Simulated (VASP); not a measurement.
# Ca8HOF16 in VASP: single point with PBE+D3(BJ)

Aim: the single point of Ca8HOF16 with PBE+D3(BJ).

Everything below comes from runs of VASP 6.6.1. Logs are shortened: lines on timing, memory, paths and dates and some standing lists are left out, and cuts for length are marked.

## (1) The cell of the first run

The cell holds a slab with vacuum, 26 atoms: a = 5.304 Å, b = 5.304 Å, c = 22.283 Å, α = 90.00°, β = 90.00°, γ = 90.00°.

## (2) Single point, PBE+D3(BJ), collinear spin, zero start

INCAR

```
PREC = Accurate ; ENCUT = 520
EDIFF = 1E-6 ; ISMEAR = 0
SIGMA = 0.05 ; LREAL = F
LASPH = T ; NELM = 200
ALGO = Normal ; ISIF = 2
LWAVE = F ; LCHARG = T
ISPIN = 2 ; MAGMOM = 0 0 0 0 0 0 0 0 0 0 0 0 0 0 0 0 0 0 0 0 0 0 0 0 0 0
LORBIT = 11 ; GGA = PE
IVDW = 12 ; LELF = T
LVHAR = T ; NBANDS = 122
GGA_COMPAT = F ; NELMDL = -8
```

KPOINTS

```
Automatic mesh
0
Gamma
  2 2 1
```

POSCAR

```
Ca8HOF16
1.0
    5.3043000000      0.0000000000      0.0000000000
    0.0000000000      5.3043000000      0.0000000000
    0.0000000000      0.0000000000     22.2825250000
Ca F O H
8 16 1 1
Direct
    0.0000000000      0.0000000000      0.0448782173
    0.0465631657      0.4986297909      0.1955409901
    0.5411792319      0.0072544916      0.1809098385
    0.5000000000      0.5000000000      0.0448782173
   -0.0109009671      0.0131898648      0.3141258004
    0.0082712139      0.4886690044      0.4492887588
    0.4830769376      0.0026723602      0.4354132667
    0.4832352997      0.4766902325      0.3102701781
    0.4493608959      0.6284488057      0.2104975536
    0.2744893765      0.1801615670      0.2467981972
    0.2500000000      0.2500000000      0.1043900994
    0.2500000000      0.7500000000      0.1043900994
    0.7500000000      0.7500000000      0.1043900994
    0.7500000000      0.2500000000      0.1043900994
    0.7564651321      0.2753609336      0.2489561214
    0.9249899138      0.8851220708      0.2044783973
    0.1204028807      0.8225273834      0.4033191481
    0.1672580736      0.1585323228      0.5046065022
    0.2438221820      0.2671166789      0.3760153304
    0.0818954433      0.6114936938      0.2942199324
    0.6029242313      0.8524783666      0.3410091092
    0.7532347341      0.2848134532      0.3842803273
    0.8278715382     -0.1068271025      0.5033704663
    0.3949452331      0.6395398073      0.5108474915
    0.5322557171      0.5151209396      0.4593163028
   -0.0073544106      1.0143364817      0.5062024165
```

Potentials or basis: VASP PAW PBE potentials, release 64 (Ca_sv, F, O, H).

Command:

```bash
> cat potpaw_PBE.64/Ca_sv/POTCAR potpaw_PBE.64/F/POTCAR potpaw_PBE.64/O/POTCAR potpaw_PBE.64/H/POTCAR > POTCAR
> mpirun -np 1 vasp_std > vasp.out
```

OUTCAR:

```text
PREC = Accurate
   ENCUT = 520
   EDIFF = 1E-6
   ISMEAR = 0
   LREAL = F
   LASPH = T
   NELM = 200
   ISIF = 2
   ISPIN = 2
   LORBIT = 11
   GGA = PE
   IVDW = 12
   NELMDL = -8
 IVDW          = 12

 ion  position               nearest neighbor table
   1  0.000  0.000  0.045-  11 2.30  12 2.30  13 2.30  14 2.30
   2  0.047  0.499  0.196-  16 2.16   9 2.27  15 2.28  20 2.29  10 2.37
   3  0.541  0.007  0.181-   9 2.17  16 2.20  10 2.24  15 2.37  14 2.41  13 2.45
   4  0.500  0.500  0.045-  11 2.30  12 2.30  13 2.30  14 2.30
   5  0.989  0.013  0.314-  20 2.23  21 2.30  10 2.31  17 2.34  19 2.35  15 2.36  22 2.47
   6  0.008  0.489  0.449-  17 2.13  22 2.26  18 2.30  19 2.37  25 2.54
   7  0.483  0.003  0.435-  17 2.26  19 2.31  21 2.34  22 2.36  18 2.42  23 2.44
   8  0.483  0.477  0.310-  21 2.20  19 2.23  15 2.26  20 2.27   9 2.37  10 2.39  22 2.41
   9  0.449  0.628  0.210-   3 2.17   2 2.27   8 2.37
  10  0.274  0.180  0.247-   3 2.24   5 2.31   2 2.37   8 2.39
  11  0.250  0.250  0.104-   1 2.30   4 2.30
  12  0.250  0.750  0.104-   1 2.30   4 2.30
  13  0.750  0.750  0.104-   1 2.30   4 2.30   3 2.45
  14  0.750  0.250  0.104-   1 2.30   4 2.30   3 2.41
  15  0.756  0.275  0.249-   8 2.26   2 2.28   5 2.36   3 2.37
  16  0.925  0.885  0.204-   2 2.16   3 2.20
  17  0.120  0.823  0.403-   6 2.13   7 2.26   5 2.34
  18  0.167  0.159  0.505-  26 1.20   6 2.30   7 2.42
  19  0.244  0.267  0.376-   8 2.23   7 2.31   5 2.35   6 2.37
  20  0.082  0.611  0.294-   5 2.23   8 2.27   2 2.29
  21  0.603  0.852  0.341-   8 2.20   5 2.30   7 2.34
  22  0.753  0.285  0.384-   6 2.26   7 2.36   8 2.41   5 2.47
  23  0.828  0.893  0.503-  26 1.09   7 2.44
  24  0.395  0.640  0.511-  25 1.51
  25  0.532  0.515  0.459-  24 1.51   6 2.54
  26  0.993  0.014  0.506-  23 1.09  18 1.20

  LATTYP: Found a simple tetragonal cell.
 ALAT       =     5.3043000000
 C/A-ratio  =     4.2008417699

  Lattice vectors:

 A1 = (   5.3043000000,   0.0000000000,   0.0000000000)
 A2 = (   0.0000000000,   5.3043000000,   0.0000000000)
 A3 = (   0.0000000000,   0.0000000000,  22.2825250000)

Analysis of symmetry for initial positions (statically):
=====================================================================
 Subroutine PRICEL returns:
 Original cell was already a primitive cell.

 Routine SETGRP: Setting up the symmetry group for a
 simple tetragonal supercell.

 Subroutine GETGRP returns: Found  1 space group operations
 (whereof  1 operations were pure point group operations)
 out of a pool of 16 trial point group operations.

The static configuration has the point symmetry C_1 .

Analysis of symmetry for dynamics (positions and initial velocities):
=====================================================================
 Subroutine PRICEL returns:
 Original cell was already a primitive cell.

 Routine SETGRP: Setting up the symmetry group for a
 simple tetragonal supercell.

 Subroutine GETGRP returns: Found  1 space group operations
 (whereof  1 operations were pure point group operations)
 out of a pool of 16 trial point group operations.

The dynamic configuration has the point symmetry C_1 .

Analysis of structural, dynamic, and magnetic symmetry:
=====================================================================
 Subroutine PRICEL returns:
 Original cell was already a primitive cell.

 Routine SETGRP: Setting up the symmetry group for a
 simple tetragonal supercell.

 Subroutine GETGRP returns: Found  1 space group operations
 (whereof  1 operations were pure point group operations)
 out of a pool of 16 trial point group operations.

The overall configuration has the point symmetry C_1 .

 Subroutine INISYM returns: Found  1 space group operations
 (whereof  1 operations are pure point group operations),
 and found     1 'primitive' translations

----------------------------------------------------------------------------------------

[... 101 lines left out ...]
   k-points           NKPTS =      4   k-points in BZ     NKDIM =      4   number of bands    NBANDS=    122
   number of dos      NEDOS =    301   number of ions     NIONS =     26
   total plane-waves  NPLWV = 268800
   dimension x,y,z NGX =    40 NGY =   40 NGZ =  168
   dimension x,y,z NGXF=    80 NGYF=   80 NGZF=  336
   ions per type =               8  16   1   1
   NGX,Y,Z   is equivalent  to a cutoff of  12.54, 12.54, 12.53 a.u.
   NGXF,Y,Z  is equivalent  to a cutoff of  25.07, 25.07, 25.07 a.u.
 SYSTEM =  unknown system
   PREC   = accura    normal or accurate (medium, high low for compatibility)
   ISTART =      0    job   : 0-new  1-cont  2-samecut
   ICHARG =      2    charge: 1-file 2-atom 10-const
   ISPIN  =      2    spin polarized calculation?
   LNONCOLLINEAR =      F non collinear calculations
   LSORBIT =      F    spin-orbit coupling
   LASPH  =      T    aspherical Exc in radial PAW
   ENCUT  =  520.0 eV  38.22 Ry    6.18 a.u.   9.86  9.86 41.43*2*pi/ulx,y,z
   NELM   =    200;   NELMIN=  2; NELMDL= -8     # of ELM steps
   EDIFF  = 0.1E-05   stopping-criterion for ELM
   LREAL  =      F    real-space projection
   EDIFFG = 0.1E-04   stopping-criterion for IOM
   NSW    =      0    number of steps for IOM
   IBRION =     -1    ionic relax: 0-MD 1-quasi-New 2-CG
   NFREE  =      0    steps in history (QN), initial steepest desc. (CG)
   ISIF   =      2    stress and relaxation
   ISYM   =      2    0-nonsym 1-usesym 2-fastsym
   POTIM  = 0.5000    time-step for ionic-motion
   TEBEG  =    0.0;   TEEND  =   0.0 temperature during run
   PSTRESS=    0.0 pullay stress
   NELECT =     199.0000    total number of electrons
   NUPDOWN=      -1.0000    fix difference up-down
   EMIN   =  10.00;   EMAX   =-10.00  energy-range for DOS
   EFERMI =   0.00;   METHOD = LEGACY
   ISMEAR =     0;   SIGMA  =   0.05  broadening in eV -4-tet -1-fermi 0-gaus
   EFERMI_NEDOS =   21; number of points for ismear=-14 and -15
   IALGO  =     38    algorithm
   IMIX   =      4    mixing-type and parameters
     AMIX     =   0.40;   BMIX     =  1.00
     AMIX_MAG =   1.60;   BMIX_MAG =  1.00
  volume/ion in A,a.u.               =      24.11       162.72
  Fermi-wavevector in a.u.,A,eV,Ry     =   1.116741  2.110334 16.967958  1.247110
  Thomas-Fermi vector in A             =   2.253357
   LORBIT       =     11    0 simple, 1 ext, 2 COOP (PROOUT), +10 PAW based schemes
   GGA     = PE    functional components
   LHFCALC =     F    Hartree Fock is set to
   AEXX    =    0.0000 exact exchange contribution
   IVDW    =    12    specifies the selected vdW correction
   LEPSILON=     F    determine dielectric tensor
   LRPA    =     F    only Hartree local field effects (RPA)
 spin polarized calculation
 Gauss-broadening in eV      SIGMA  =   0.05
  energy-cutoff  :      520.00
  volume of cell :      626.93
 maximum number of plane-waves:     16924
 NGX is ok and might be reduce to    40
   NGX = 19   NGY = 19   NGZ = 83

 number of electron     198.9999964 magnetization       0.0080819

 number of electron     198.9999964 magnetization      -0.0218484

 Free energy of the ion-electron system (eV)
  ---------------------------------------------------
  ext. energy  EPLUGINS =         0.00000000
  ---------------------------------------------------
  free energy    TOTEN  =      -136.21157152 eV

  energy without entropy =     -136.20210332  energy(sigma->0) =     -136.20683742

 E-fermi :  -1.2586     XC(G=0):  -5.9927

 val. band max:       -1.2862712303   @ k =   0.5000   0.0000   0.0000
 cond. band min:      -1.2290327204   @ k =   0.0000   0.5000   0.0000
 fundamental gap:      0.0572385098
 Fermi energy:        -1.2586093536

 spin component 1

 k-point     1 :       0.0000    0.0000    0.0000
  band No.  band energies     occupation
      1     -42.6563      1.00000
      2     -42.6337      1.00000
      3     -39.4431      1.00000
      4     -39.3938      1.00000
      5     -39.3616      1.00000
      6     -39.3433      1.00000
[... 445 lines left out ...]
    110       3.7322      0.00000
    111       3.8375      0.00000
 Fermi energy:        -1.2586093536

 spin component 2

 k-point     1 :       0.0000    0.0000    0.0000
  band No.  band energies     occupation
      1     -42.6574      1.00000
      2     -42.6346      1.00000
      3     -39.4431      1.00000
      4     -39.3939      1.00000
      5     -39.3616      1.00000
      6     -39.3433      1.00000
[... 445 lines left out ...]
    110       3.7218      0.00000
    111       3.8566      0.00000
 [bands above 111 left out]

------------------------ aborting loop because EDIFF is reached ----------------------------------------

 Edisp (eV)   -3.24393

 E8    (eV) :    -1.3663

  FORCE on cell =-STRESS in cart. coord.  units (eV):
  Direction    XX          YY          ZZ          XY          YZ          ZX
  --------------------------------------------------------------------------------------
  -------------------------------------------------------------------------------------
  Total       7.29206     8.25359    -8.05526     2.72176     0.05489    -0.16680
  in kB      18.63546    21.09274   -20.58589     6.95568     0.14028    -0.42627
  external pressure =        6.38 kB  Pullay stress =        0.00 kB

 VOLUME and BASIS-vectors are now :
 -----------------------------------------------------------------------------
  energy-cutoff  :      520.00
  volume of cell :      626.93
      direct lattice vectors                 reciprocal lattice vectors
     5.304300000  0.000000000  0.000000000     0.188526290  0.000000000  0.000000000
     0.000000000  5.304300000  0.000000000     0.000000000  0.188526290  0.000000000
     0.000000000  0.000000000 22.282525000     0.000000000  0.000000000  0.044878217

 POSITION                                       TOTAL-FORCE (eV/Angst)
 -----------------------------------------------------------------------------------
      0.00000      0.00000      1.00000         0.031365     -0.179317      3.044736
      0.24698      2.64488      4.35715        -0.017716     -0.052160     -0.065293
      2.87058      0.03848      4.03113        -0.025856      0.040528     -0.023514
      2.65215      2.65215      1.00000         0.008351      0.181348      2.994585
      5.24648      0.06996      6.99952        -0.009681      0.026126     -0.008349
      0.04387      2.59205     10.01129        -0.026372     -0.007605      0.046351
[... 18 lines left out ...]
      2.82324      2.73236     10.23473         0.111929     -0.112240     -0.165350
      5.26529      0.07604     11.27947         0.056135      0.031478      0.032381
 -----------------------------------------------------------------------------------
    total drift:                                0.001252      0.001379     -0.001827

  FREE ENERGIE OF THE ION-ELECTRON SYSTEM (eV)
  ---------------------------------------------------
  free  energy   TOTEN  =      -139.4555037606 eV

  energy  without entropy=     -139.4460355544  energy(sigma->0) =     -139.45076966

 total charge

# of ion       s       p       d       tot
------------------------------------------
    1        2.036   5.843   0.229   8.108
    2        2.023   5.867   0.242   8.131
    3        2.024   5.871   0.246   8.142
    4        2.036   5.843   0.230   8.109
    5        2.022   5.873   0.230   8.125
    6        2.022   5.866   0.234   8.122
[... 18 lines left out ...]
   25        1.603   3.212   0.000   4.814
   26        0.471   0.128   0.000   0.599
--------------------------------------------------
tot         46.073 120.234   1.876 168.183

 magnetization (x)

# of ion       s       p       d       tot
------------------------------------------
    1       -0.004  -0.001   0.003  -0.002
    2        0.000   0.000   0.000   0.000
    3       -0.000  -0.000  -0.000  -0.000
    4        0.004   0.001  -0.004   0.000
    5       -0.000   0.000   0.000   0.000
    6       -0.000  -0.000   0.000   0.000
[... 18 lines left out ...]
   25       -0.000  -0.000   0.000  -0.000
   26       -0.000   0.000   0.000  -0.000
--------------------------------------------------
tot         -0.001  -0.001  -0.001  -0.002
```

Run time: 46 min. Hardware: 1 thread of Intel Xeon 8259CL, shared host; peak memory 1.1 GiB.

Results:

| Quantity | Value |
| --- | --- |
| Free energy | -139.4555 eV |
| Largest force | 3.050 eV/Å |
| Net moment | -0.02 μB per cell |
| Valence electrons inside the program's atomic spheres | Ca 8.11, 8.13, 8.14, 8.12, 8.10, 8.15 (each value once); F 6.13, 6.09, 6.10, 6.14, 6.12, 5.98 (each value once); O 4.81; H 0.60 |
| Dispersion energy per atom | -0.125 eV |

Forces in eV/Å, atoms in the order of the input:
```
Ca   0.031 -0.179  3.045
Ca  -0.018 -0.052 -0.065
Ca  -0.026  0.041 -0.024
Ca   0.008  0.181  2.995
Ca  -0.010  0.026 -0.008
Ca  -0.026 -0.008  0.046
Ca   0.040 -0.002  0.039
Ca   0.030 -0.006  0.000
F    0.017 -0.032  0.005
F   -0.005 -0.001  0.009
F    0.083 -0.003 -1.079
F    0.014  0.066 -1.710
F   -0.154 -0.133 -2.071
F    0.026  0.070 -1.243
F   -0.001 -0.007 -0.005
F    0.029  0.037  0.008
F   -0.006  0.029 -0.015
F    0.030  0.006  0.011
F   -0.015  0.000  0.018
F   -0.016 -0.021  0.015
F   -0.009  0.025  0.003
F   -0.007  0.000 -0.007
F   -0.074 -0.057 -0.011
F   -0.110  0.101  0.178
O    0.112 -0.112 -0.165
H    0.056  0.031  0.032
```

Caveat: the k points lie up to 0.59 Å⁻¹ apart; there is no dipole correction, which matters where the two faces differ; no moment was typed at the start, so none could form.
